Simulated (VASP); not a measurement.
# Br (I4_1/amd) in VASP: further runs, part 2 of 2

VASP 6.6.1. Earlier steps stand in the parts before.

## (3) Single point, PBE

This run uses another cell than the first one, of 31.69 Å³/atom.

INCAR

```
SYSTEM = Br
ALGO     = Normal         ! electronic algorithm
EDIFF    = 1E-6           ! SCF threshold, eV
ENCUT    = 520            ! plane-wave cutoff, eV
GGA      = PE             ! functional
ISIF     = 2              ! what is computed and relaxed
ISMEAR   = -1             ! smearing method
LASPH    = .True.         ! aspherical terms in the spheres
LCHARG   = .False.        ! write CHGCAR
LREAL    = .False.        ! projectors in reciprocal space
LWAVE    = .False.        ! write WAVECAR
NBANDS   = 14             ! bands
NELM     = 80             ! most SCF steps
PREC     = Accurate       ! precision mode
SIGMA    = 0.1            ! smearing width, eV
```

KPOINTS

```
k-points
0
Gamma
  13 13 13
  0 0 0
```

POSCAR

```
Br
1.0
   -2.8505974029      2.8505974029      1.9501893662
    2.8505974029     -2.8505974029      1.9501893662
    2.8505974029      2.8505974029     -1.9501893662
Br
2
Direct
   -0.3750000000     -0.1250000000     -0.2500000000
    0.3750000000      0.1250000000      0.2500000000
```

Potentials or basis: VASP PAW PBE potentials, release 64 (Br).

Started as:

```console
cat potpaw_PBE.64/Br/POTCAR > POTCAR
mpirun -np 1 vasp_std > vasp.out
```

OUTCAR:

```text
SYSTEM = Br
   EDIFF = 1E-6
   ENCUT = 520
   GGA = PE
   ISIF = 2
   ISMEAR = -1
   LASPH = .True.
   LREAL = .False.
   NELM = 80
   PREC = Accurate

 ion  position               nearest neighbor table
   1  0.625  0.875  0.750-
   2  0.375  0.125  0.250-

  LATTYP: Found a body centered tetragonal cell.
 ALAT       =     5.7011948058
 C/A-ratio  =     0.6841335659

  Lattice vectors:

 A1 = (  -2.8505974029,   2.8505974029,   1.9501893662)
[... 595 lines left out ...]

------------------------ aborting loop because EDIFF is reached ----------------------------------------

  FORCE on cell =-STRESS in cart. coord.  units (eV):
  Direction    XX          YY          ZZ          XY          YZ          ZX
  --------------------------------------------------------------------------------------
  -------------------------------------------------------------------------------------
  Total        0.0029744      0.0029744      0.0065883     -0.0000000      0.0000000      0.0000000
  in kB        0.0751805      0.0751805      0.1665232     -0.0000000      0.0000000      0.0000000
  external PRESSURE =       0.1056281 kB  Pullay stress =       0.0000000 kB

 VOLUME and BASIS-vectors are now :
 -----------------------------------------------------------------------------
  energy-cutoff  :      520.00
  volume of cell :       63.39
      direct lattice vectors                 reciprocal lattice vectors
    -2.850597403  2.850597403  1.950189366     0.000000000  0.175401830  0.256385359
     2.850597403 -2.850597403  1.950189366     0.175401830  0.000000000  0.256385359
     2.850597403  2.850597403 -1.950189366     0.175401830  0.175401830  0.000000000

 POSITION                                       TOTAL-FORCE (eV/Angst)
 -----------------------------------------------------------------------------------
      2.85060      1.42530      1.46264        -0.000000      0.000000      0.000000
      0.00000      1.42530      0.48755         0.000000     -0.000000     -0.000000
 -----------------------------------------------------------------------------------
    total drift:                               -0.000000     -0.000000      0.000000

  FREE ENERGIE OF THE ION-ELECTRON SYSTEM (eV)
  ---------------------------------------------------
  free  energy   TOTEN  =        -2.3593043992 eV

  energy  without entropy=       -2.2475570143  energy(sigma->0) =       -2.30343071
```

stdout:

```text
POSCAR found type information on POSCAR Br
 POSCAR found :  1 types and       2 ions
 scaLAPACK will be used
 LDA part: xc-table for (Slater+PW92), standard interpolation
 POSCAR, INCAR and KPOINTS ok, starting setup
 FFT: planning ... GRIDC
 FFT: planning ... GRID_SOFT
 FFT: planning ... GRID
 WAVECAR not read
 entering main loop
```

It took 70 s on 1 thread of Intel Xeon Platinum 8488C (Sapphire Rapids), shared host; peak memory 0.29 GiB.

Results:

```
Free energy            : -2.3593 eV
Pressure               : 0.0 GPa
Band gap on the k mesh : zero (bands 7 and 8 overlap by 1.40 eV)
```

## (4) Relaxation of shape and atoms at fixed volume, PBE

This run uses another cell than the first one, of 13.63 Å³/atom.

INCAR

```
SYSTEM = Br
ALGO     = Normal         ! electronic algorithm
EDIFF    = 1E-6           ! SCF threshold, eV
EDIFFG   = -0.005         ! ionic threshold
ENCUT    = 600            ! plane-wave cutoff, eV
GGA      = PE             ! functional
IBRION   = 2              ! ionic algorithm
ISIF     = 4              ! what is computed and relaxed
ISMEAR   = -1             ! smearing method
LASPH    = .TRUE.         ! aspherical terms in the spheres
LCHARG   = .FALSE.        ! write CHGCAR
LREAL    = .FALSE.        ! projectors in reciprocal space
LWAVE    = .FALSE.        ! write WAVECAR
NELM     = 100            ! most SCF steps
NSW      = 50             ! ionic steps
PREC     = Accurate       ! precision mode
SIGMA    = 0.1            ! smearing width, eV
```

KPOINTS

```
k-points
0
G
  13 13 13
  0 0 0
```

POSCAR

```
Br
1.0
   -2.1515859699      2.1515859699      1.4719721819
    2.1515859699     -2.1515859699      1.4719721819
    2.1515859699      2.1515859699     -1.4719721819
Br
2
Direct
   -0.3750000000     -0.1250000000     -0.2500000000
    0.3750000000      0.1250000000      0.2500000000
```

Started as:

```console
cat potpaw_PBE.64/Br/POTCAR > POTCAR
mpirun -np 1 vasp_std > vasp.out
```

Run time: 2.1 min. Hardware: 1 thread of Intel Xeon Platinum 8488C (Sapphire Rapids), shared host; peak memory 0.2 GiB.

Results (log left out):

```
Free energy               : 3.9890 eV
Energy gained by relaxing : 535.2 meV/atom
Ionic steps               : 6
Pressure after relaxing   : 126.2 GPa
Band gap on the k mesh    : zero (bands 7 and 8 overlap by 6.27 eV)
```

The path:
```csv
step,energy change (eV),largest force (eV/Å),pressure (GPa),volume (Å³)
1,0.0000,0.0000,138.54,27.26
2,-0.7748,0.0000,136.45,27.26
3,-1.0337,0.0000,125.56,27.26
4,-1.0698,0.0000,126.00,27.26
5,-1.0704,0.0000,126.19,27.26
6,-1.0704,0.0000,126.17,27.26
```

Final structure:
```
Br
1.0
    -2.36682    2.36682    1.21643
     2.36682   -2.36682    1.21643
     2.36682    2.36682   -1.21643
Br
2
Direct
  0.62500 0.87500 0.75000
  0.37500 0.12500 0.25000
```

Levels at points of the mesh, in eV from the Fermi level:
```tsv
k point	band 3	band 4	band 5	band 6	band 7	band 8	band 9	band 10	band 11
(0.00, 0.00, 0.00)	-9.54	-9.54	-0.15	0.39	0.39	2.23	2.43	7.37	8.69
```

## (5) Relaxation of shape and atoms at fixed volume, PBE

This run uses another cell than the first one, of 15.85 Å³/atom.

INCAR

```
PREC = Accurate
ENCUT = 600
EDIFF = 1E-7
ISMEAR = -1
SIGMA = 0.1
LREAL = F
LASPH = T
NELM = 100
ALGO = Normal
ISIF = 4
LWAVE = F
LCHARG = F
GGA = PE
IBRION = 2
NSW = 50
EDIFFG = -0.005
```

KPOINTS

```
Automatic mesh
0
Gamma
  13 13 13
```

POSCAR

```
Br
1.0
   -2.2625206581      2.2625206581      1.5478663258
    2.2625206581     -2.2625206581      1.5478663258
    2.2625206581      2.2625206581     -1.5478663258
Br
2
Direct
   -0.3750000000     -0.1250000000     -0.2500000000
    0.3750000000      0.1250000000      0.2500000000
```

Started as:

```console
cat potpaw_PBE.64/Br/POTCAR > POTCAR
mpirun -np 1 vasp_std > vasp.out
```

Wall time 2.6 min (1 thread of Intel Xeon Platinum 8488C (Sapphire Rapids), shared host); peak memory 0.21 GiB.

It converged, with:

```yaml
Free_energy: 1.2848 eV
Energy_gained_by_relaxing: 390.7 meV/atom
Ionic_steps: 7
Pressure_after_relaxing: 74.6 GPa
Band_gap_on_the_k_mesh: zero (bands 7 and 8 overlap by 5.55 eV)
```

The path:
```tsv
step	energy change (eV)	largest force (eV/Å)	pressure (GPa)	volume (Å³)
1	0.0000	0.0000	82.97	31.69
2	-0.7646	0.0000	73.00	31.69
3	-0.7797	0.0000	74.04	31.69
4	-0.7361	0.0000	77.66	31.69
5	-0.7810	0.0000	74.35	31.69
6	-0.7814	0.0000	74.69	31.69
7	-0.7814	0.0000	74.64	31.69
```

Final structure:
```
Br
1.0
    -2.53014    2.53014    1.23774
     2.53014   -2.53014    1.23774
     2.53014    2.53014   -1.23774
Br
2
Direct
  0.62500 0.87500 0.75000
  0.37500 0.12500 0.25000
```

Levels at points of the mesh, in eV from the Fermi level:
| k point | band 4 | band 5 | band 6 | band 7 | band 8 | band 9 | band 10 | band 11 |
| --- | --- | --- | --- | --- | --- | --- | --- | --- |
| (0.00, 0.00, 0.00) | -8.08 | -0.14 | -0.14 | 1.31 | 2.69 | 2.79 | 7.48 | 7.99 |

## (6) Summary

```tsv
task	cell	cutoff (eV)	gap on the mesh (eV)	pressure (GPa)
relaxation of shape and atoms at fixed volume	relaxed from a = 4.291 Å, angles 100.9, 100.9, 128.4°, 2 atoms	600	none	3.3
single point	a = 4.478 Å, angles 100.9, 100.9, 128.4°, 2 atoms	520	none	0.0
relaxation of shape and atoms at fixed volume	relaxed from a = 3.380 Å, angles 100.9, 100.9, 128.4°, 2 atoms	600	none	126.2
relaxation of shape and atoms at fixed volume	relaxed from a = 3.554 Å, angles 100.9, 100.9, 128.4°, 2 atoms	600	none	74.6
```

Alike in all rows: level PBE; potentials or basis VASP PAW PBE potentials, release 64 (Br); no spin polarisation; k mesh 13 × 13 × 13; smearing fermi-dirac 0.1 eV.

Total energies depend on the potentials used, so only differences within one code and one set of settings carry meaning.
